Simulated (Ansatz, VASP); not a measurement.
## Te2Mo in VASP and in Ansatz

File INCAR:

```
SYSTEM = Te2Mo
ALGO = Normal ; EDIFF = 1E-6
ENCUT = 520 ; ISIF = 2
ISMEAR = -1 ; LASPH = .TRUE.
LCHARG = .FALSE. ; LREAL = .FALSE.
LWAVE = .FALSE. ; NBANDS = 20
NELM = 80 ; PREC = Accurate
SIGMA = 0.05
```

File KPOINTS:

```
k-points
0
G
  9 9 2
  0 0 0
```

Contents of POSCAR:

```
Te2Mo
1.0
    3.4875546084      0.0000000000      0.0000000000
   -1.7437773042      3.0203108879      0.0000000000
    0.0000000000      0.0000000000     17.1663236088
Te Mo
2 1
Direct
    0.3333333333      0.6666666667      0.1021445500
    0.3333333333      0.6666666667      0.8978554500
    0.0000000000      0.0000000000      0.0000000000
```

The input input.yaml:

```yaml
crystal:
  lattice:
    - [3.4875546084, 0.0, 0.0]
    - [-1.7437773042, 3.0203108879, 0.0]
    - [0.0, 0.0, 17.1663236088]
  atoms:
    - { symbol: Te, position: [0.3333333333, 0.6666666667, 0.10214455] }
    - { symbol: Te, position: [0.3333333333, 0.6666666667, 0.89785545] }
    - { symbol: Mo, position: [0.0, 0.0, 0.0] }
hamiltonian:
  xc: lda
  pseudopotentials: { kind: paw }
kpoints:
  mp_grid: { grid: [9, 9, 2] }
scf:
  occupations: { method: fermi_dirac, width: 0.05 }
output:
  forces: true
  stress: true
  eigenvalues: true
```

Alike in both runs: task single point; functional LDA; k mesh 9 × 9 × 2; occupations fermi-dirac, width 0.05 eV; no spin polarisation.

```csv
,VASP,Ansatz
version,VASP 6.6.1,Ansatz 0.2.0
potentials or method,"VASP PAW LDA potentials, release 64 (Te, Mo_sv)",Ansatz PAW
plane-wave cutoff (eV),520,420
valence electrons in the cell,26,46
```

```tsv
	VASP	Ansatz	Ansatz less VASP
gap on the k mesh at the Fermi level (eV)	1.14	1.14	0.000
least direct gap on the mesh (eV)	1.14	1.14	0.000
rms of the force components (eV/Å)	0.269	0.239	-0.0299
```

LDA's correlation is that of Perdew and Zunger in VASP and of Perdew and Wang (1992) in Ansatz. Atom by atom the forces differ by 0.030 eV/Å (rms over components). VASP's potentials hold 26 valence electrons a cell and Ansatz's 46, so a difference there can come from the potentials and not from the codes.

Neither program's run includes spin-orbit coupling. Noted on Ansatz's run: odd divisions of the mesh miss points on the zone boundary, where band edges often lie, so the gap on the mesh can be too wide.
